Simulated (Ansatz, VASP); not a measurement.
**Al2NF3 in VASP and in Ansatz**

```
CELL_PARAMETERS angstrom
3.07258 0.00000 0.00000
-1.53629 2.66093 0.00000
0.00000 0.00000 6.76745
ATOMIC_POSITIONS crystal
Al 0.33333 0.66667 0.32502
Al 0.66667 0.33333 0.67498
N 0.00000 0.00000 0.50000
F 0.33333 0.66667 0.77267
F 0.66667 0.33333 0.22733
F 0.00000 0.00000 0.00000
```

Change from the starting cell: species swapped into the NaFe2O3 type (P-3m1, No. 164).

Alike in both runs: task relaxation of cell and atoms; functional PBE; k mesh 12 × 12 × 4; occupations gaussian, width 0.02 eV; no spin polarisation.

|  | VASP | Ansatz |
| --- | --- | --- |
| version | VASP 6.6.1 | Ansatz 0.2.0 |
| potentials or method | VASP PAW PBE potentials, release 64 (Al, N, F), cutoff 600 eV | scalar-relativistic, plane waves, PAW |
| valence electrons in the cell | 32 | 32 |

Ansatz gave:

| Item | Value |
| --- | --- |
| gap on the k mesh at the Fermi level, each at its own relaxed structure (eV) | 2.60 |
| relaxed volume (Å³/atom) | 9.22 |
| relaxed cell length with the largest relative difference (Å) | 6.767 |

Task: Estimate VASP's values.

Result: gap on the k mesh at the Fermi level, each at its own relaxed structure (eV): 2.63; relaxed volume (Å³/atom): 9.20; relaxed cell length with the largest relative difference (Å): 6.747.
